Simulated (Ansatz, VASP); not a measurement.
# Ti: VASP beside Ansatz

```
CELL_PARAMETERS angstrom
2.93488 0.00000 0.00000
-1.46744 2.54168 0.00000
0.00000 0.00000 4.63986
ATOMIC_POSITIONS crystal
Ti 0.33333 0.66667 0.25000
Ti 0.66667 0.33333 0.75000
```

Alike in both runs: functional r2SCAN; k mesh 21 × 21 × 12; occupations gaussian, width 0.1 eV; no spin polarisation.

Ansatz relaxed the structure, and its values are those at the end. VASP's run is a single point on that final structure, the one shown.

|  | VASP | Ansatz |
| --- | --- | --- |
| version | VASP 6.6.1 | Ansatz 0.2.0 |
| potentials or method | VASP PAW PBE potentials, release 64 (Ti_sv), cutoff 520 eV | scalar-relativistic, plane waves, PAW |
| valence electrons in the cell | 24 | 24 |

|  | VASP | Ansatz | Ansatz less VASP |
| --- | --- | --- | --- |
| gap on the k mesh at the Fermi level (eV) | none | none | - |
| pressure (GPa) | 0.4 | 0.0 | -0.37 |

VASP's potentials were made for PBE, not for r2SCAN. A gap of «none» marks a metal or a gap that the smearing closes.
